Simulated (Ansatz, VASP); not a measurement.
# RuS2 in VASP and in Ansatz

```
Ru S
1.0
     3.43633    0.03436    0.00000
    -1.68841    2.95877    0.00000
     0.00000    0.00000    5.15935
Ru S
1 2
Direct
  0.00000 0.00000 0.00000
  0.33333 0.66667 0.25378
  0.66667 0.33333 0.74622
```

Change from the starting cell: strain e6 = +0.02, atoms carried along.

Alike in both runs: task single point; functional PBE; k mesh 12 × 12 × 8; occupations gaussian, width 0.05 eV; collinear spin.

```csv
,VASP,Ansatz
version,VASP 6.6.1,Ansatz 0.2.0
potentials or method,"VASP PAW PBE potentials, release 64 (Ru_pv, S), cutoff 500 eV","scalar-relativistic, plane waves, PAW"
valence electrons in the cell,26,28
```

Ansatz gave:

- gap on the k mesh at the Fermi level (eV): none
- pressure (GPa): 0.0
- traceless stress, the component that is largest in VASP (GPa): 1.24
- rms of the force components (eV/Å): 0.070
- net moment per atom (μB): 0.28
- size of the moment on the site where the two differ most (μB): 0.53

Question: Estimate VASP's values.

Answer: gap on the k mesh at the Fermi level (eV): none; pressure (GPa): -0.2; traceless stress, the component that is largest in VASP (GPa): 1.23; rms of the force components (eV/Å): 0.069; net moment per atom (μB): 0.28; size of the moment on the site where the two differ most (μB): 0.61.

Site moments also hang on the region over which each program counts them. Atom by atom the forces differ by 0.008 eV/Å (rms over components). A gap of «none» marks a metal or a gap that the smearing closes. VASP's potentials hold 26 valence electrons a cell and Ansatz's 28, so a difference there can come from the potentials and not from the codes.
